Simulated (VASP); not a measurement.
# Au (Im-3m) in VASP: further runs, part 2 of 2

VASP 6.6.1. The steps go on from the part before.

**4. Single point, PBEsol**

This run uses another cell than the first one, of 13.23 Å³/atom.

File INCAR:

```
PREC = Accurate
ENCUT = 520
EDIFF = 1E-7
ISMEAR = 0
SIGMA = 0.1
LREAL = False
LASPH = True
NELM = 80
ALGO = Normal
ISIF = 2
LWAVE = False
LCHARG = True
GGA = PS
LELF = True
LVHAR = True
NBANDS = 12
```

File KPOINTS:

```
Automatic mesh
0
Gamma
  20 20 20
```

File POSCAR:

```
Au
1.0
   -1.4897707502      1.4897707502      1.4897707502
    1.4897707502     -1.4897707502      1.4897707502
    1.4897707502      1.4897707502     -1.4897707502
Au
1
Direct
    0.0000000000      0.0000000000      0.0000000000
```

Launch:

```console
> cat potpaw_PBE.64/Au/POTCAR > POTCAR
> mpirun -np 1 vasp_std > vasp.out
```

It took 46 s on 1 thread of Intel Xeon 8259CL, shared host; peak memory 0.16 GiB.

Results (log left out):

```
Free energy            : -3.0929 eV
Pressure               : 89.8 GPa
Band gap on the k mesh : zero (an odd number of electrons rules out a gap without spin polarisation)
```

Levels at points of the mesh, in eV from the Fermi level:
```csv
k point,band 2,band 3,band 4,band 5,band 6,band 7,band 8,band 9,band 10,band 11
"(0.00, 0.00, 0.00)",-6.60,-6.60,-6.60,-3.71,-3.71,16.14,16.14,16.14,27.88,27.88
"(0.50, 0.00, 0.00)",-8.29,-3.87,-3.31,-1.92,-1.20,5.36,12.11,15.75,24.05,25.96
"(0.50, 0.50, 0.50)",-9.71,-1.83,-1.83,-1.83,6.47,6.47,6.47,13.14,19.29,19.29
```

Caveat: the cell stands under pressure; the PAW data sets were made with another functional, which shifts forces and pressure a little; spin-orbit coupling is left out, which moves the levels of the heavy elements.

**5. Single point, PBEsol**

This run uses another cell than the first one, of 14.31 Å³/atom.

File INCAR:

```
PREC = Accurate
ENCUT = 520
EDIFF = 1E-6
ISMEAR = 0
SIGMA = 0.1
LREAL = F
LASPH = T
NELM = 60
ALGO = Normal
ISIF = 2
LWAVE = F
LCHARG = T
GGA = PS
LELF = T
LVHAR = T
NBANDS = 12
```

KPOINTS is that of step 4.

File POSCAR:

```
Au
1.0
   -1.5293452266      1.5293452266      1.5293452266
    1.5293452266     -1.5293452266      1.5293452266
    1.5293452266      1.5293452266     -1.5293452266
Au
1
Direct
    0.0000000000      0.0000000000      0.0000000000
```

Launch:

```console
> cat potpaw_PBE.64/Au/POTCAR > POTCAR
> mpirun -np 1 vasp_std > vasp.out
```

It took 72 s on 1 thread of Intel Xeon 8259CL, shared host; peak memory 0.16 GiB.

The run converged. Its results:

```
Free energy            : -3.5550 eV
Pressure               : 49.6 GPa
Band gap on the k mesh : zero (an odd number of electrons rules out a gap without spin polarisation)
```

Levels at points of the mesh, in eV from the Fermi level:
| k point | band 4 | band 5 | band 6 | band 7 | band 8 | band 9 |
| --- | --- | --- | --- | --- | --- | --- |
| (0.00, 0.00, 0.00) | -5.97 | -3.40 | -3.40 | 16.36 | 16.36 | 16.36 |
| (0.50, 0.00, 0.00) | -3.07 | -1.50 | -1.23 | 4.76 | 12.29 | 15.19 |
| (0.50, 0.50, 0.50) | -1.78 | -1.78 | 6.43 | 6.43 | 6.43 | 12.02 |

Caveat: the cell stands under pressure; the PAW data sets were made with another functional, which shifts forces and pressure a little; spin-orbit coupling is left out, which moves the levels of the heavy elements.

**6. Relaxation of cell and atoms, PBEsol, target pressure 25 GPa, at which the enthalpy is minimised**

This run uses another cell than the first one, of 15.25 Å³/atom.

File INCAR:

```
SYSTEM = Au
  PREC = Accurate
  ENCUT = 600
  EDIFF = 1E-7
  ISMEAR = 0
  SIGMA = 0.1
  LREAL = .False.
  LASPH = .True.
  NELM = 100
  ALGO = Fast
  ISIF = 3
  LWAVE = .False.
  LCHARG = .False.
  GGA = PS
  IBRION = 2
  NSW = 70
  EDIFFG = -0.008
  PSTRESS = 250.0
```

File KPOINTS:

```
Automatic mesh
0
Gamma
  18 18 18
  0 0 0
```

File POSCAR:

```
Au
1.0
   -1.5620923305      1.5620923305      1.5620923305
    1.5620923305     -1.5620923305      1.5620923305
    1.5620923305      1.5620923305     -1.5620923305
Au
1
Direct
    0.0000000000      0.0000000000      0.0000000000
```

Potentials or basis: VASP PAW PBE potentials, release 64 (Au).

Launch:

```console
> cat potpaw_PBE.64/Au/POTCAR > POTCAR
> mpirun -np 1 vasp_std > vasp.out
```

OUTCAR:

```text
SYSTEM = Au
   PREC = Accurate
   ENCUT = 600
   EDIFF = 1E-7
   ISMEAR = 0
   LREAL = .False.
   LASPH = .True.
   NELM = 100
   ISIF = 3
   GGA = PS
   IBRION = 2
   NSW = 70
   EDIFFG = -0.008
   PSTRESS = 250.0

 ion  position               nearest neighbor table
   1  0.000  0.000  0.000-

  LATTYP: Found a body centered cubic cell.
 ALAT       =     3.1241846610

  Lattice vectors:

 A1 = (  -1.5620923305,   1.5620923305,   1.5620923305)
 A2 = (   1.5620923305,  -1.5620923305,   1.5620923305)
 A3 = (   1.5620923305,   1.5620923305,  -1.5620923305)

Analysis of symmetry for initial positions (statically):
=====================================================================
 Subroutine PRICEL returns:
 Original cell was already a primitive cell.

 Routine SETGRP: Setting up the symmetry group for a
[... 331 lines left out ...]
 fundamental gap:      0.0818858845
 Fermi energy:        11.1997275568

 k-point     1 :       0.0000    0.0000    0.0000
  band No.  band energies     occupation
      1       0.0713      2.00000
      2       5.6695      2.00000
      3       5.6695      2.00000
      4       5.6695      2.00000
      5       7.9831      2.00000
      6       7.9831      2.00000
      7      27.6296      0.00000
      8      27.6296      0.00000
      9      27.6296      0.00000
[... 265 lines left out ...]
 k-point    24 :       0.3889    0.1111    0.0000
  band No.  band energies     occupation
      1       3.1619      2.00000
      2       4.4801      2.00000
      3       7.3262      2.00000
      4       7.8217      2.00000
      5       8.7225      2.00000
      6      11.3419      0.04430
      7      16.2755      0.00000
      8      23.3478      0.00000
      9      25.3297      0.00000

 [... further k-points ...]

------------------------ aborting loop because EDIFF is reached ----------------------------------------

  FORCE on cell =-STRESS in cart. coord.  units (eV):
  Direction    XX          YY          ZZ          XY          YZ          ZX
  --------------------------------------------------------------------------------------
  -------------------------------------------------------------------------------------
  Total        2.3928013      2.3928013      2.3928013      0.0000000      0.0000000     -0.0000000
  in kB      250.3428764    250.3428764    250.3428764      0.0000000      0.0000000     -0.0000000
  external PRESSURE =       0.3428764 kB  Pullay stress =     250.0000000 kB
[... 20 lines left out ...]
  energy  without entropy=       -3.7854429275  energy(sigma->0) =       -3.78570840

  enthalpy is  TOTEN    =        -1.3964497934 eV   P V=        2.3895240761

 reached required accuracy - stopping structural energy minimisation
```

CONTCAR:

```text
Au
   1.00000000000000
    -1.5643742702555139    1.5643742702555139    1.5643742702555139
     1.5643742702555139   -1.5643742702555139    1.5643742702555139
     1.5643742702555139    1.5643742702555139   -1.5643742702555139
  Au
     1
Direct
     0.0000000000000000    0.0000000000000000    0.0000000000000000

  0.00000000E+00  0.00000000E+00  0.00000000E+00
```

Wall time 2.7 min (1 thread of Intel Xeon 8259CL, shared host); peak memory 0.18 GiB.

Results:

| Property | Result |
| --- | --- |
| Free energy | -3.7860 eV |
| Relaxed volume | 15.31 Å³/atom |
| Relaxed cell | a = 2.710 Å, b = 2.710 Å, c = 2.710 Å, α = 109.47°, β = 109.47°, γ = 109.47° |
| Space group after relaxing (to 0.1 Å) | Im-3m (No. 229) |
| Energy change on relaxing (the run minimises the enthalpy) | -10.7 meV/atom |
| Ionic steps | 5 |
| Pressure after relaxing | 25.0 GPa |
| Band gap on the k mesh | zero (an odd number of electrons rules out a gap without spin polarisation) |

The path:
```csv
step,energy change (eV),largest force (eV/Å),pressure (GPa),volume (Å³)
1,0.0000,0.0000,26.42,15.25
2,-0.0439,0.0000,20.34,15.55
3,-0.0116,0.0000,24.81,15.32
4,-0.0103,0.0000,25.11,15.31
5,-0.0107,0.0000,25.03,15.31
```

Final structure:
```
Au
1.0
    -1.56437    1.56437    1.56437
     1.56437   -1.56437    1.56437
     1.56437    1.56437   -1.56437
Au
1
Direct
  0.00000 0.00000 0.00000
```

Caveat: the cell is relaxed towards a set pressure, so the run minimises the enthalpy, not the energy; the PAW data sets were made with another functional, which shifts forces and pressure a little; spin-orbit coupling is left out, which moves the levels of the heavy elements.

**7. Summary**

| task | cell | k mesh | cutoff (eV) | gap on the mesh (eV) | pressure (GPa) |
| --- | --- | --- | --- | --- | --- |
| single point | a = 2.803 Å, angles 109.5°, 1 atom | 18 × 18 × 18 | 520 | none | 0.7 |
| single point | a = 2.813 Å, angles 109.5°, 1 atom | 18 × 18 × 18 | 520 | none | -1.3 |
| single point | a = 2.580 Å, angles 109.5°, 1 atom | 20 × 20 × 20 | 520 | none | 89.8 |
| single point | a = 2.649 Å, angles 109.5°, 1 atom | 20 × 20 × 20 | 520 | none | 49.6 |
| relaxation of cell and atoms | relaxed to 25 GPa from a = 2.706 Å, angles 109.5°, 1 atom | 18 × 18 × 18 | 600 | none | 25.0 |

Alike in all rows: level PBEsol; potentials or basis VASP PAW PBE potentials, release 64 (Au); no spin polarisation; smearing gaussian 0.1 eV.

Caveats: the PAW data sets were made with another functional, which shifts forces and pressure a little; spin-orbit coupling is left out, which moves the levels of the heavy elements; the cell stands under pressure (at least some runs); the cell is relaxed towards a set pressure, so the run minimises the enthalpy, not the energy (at least some runs).

Total energies depend on the potentials used, so only differences within one code and one set of settings carry meaning.
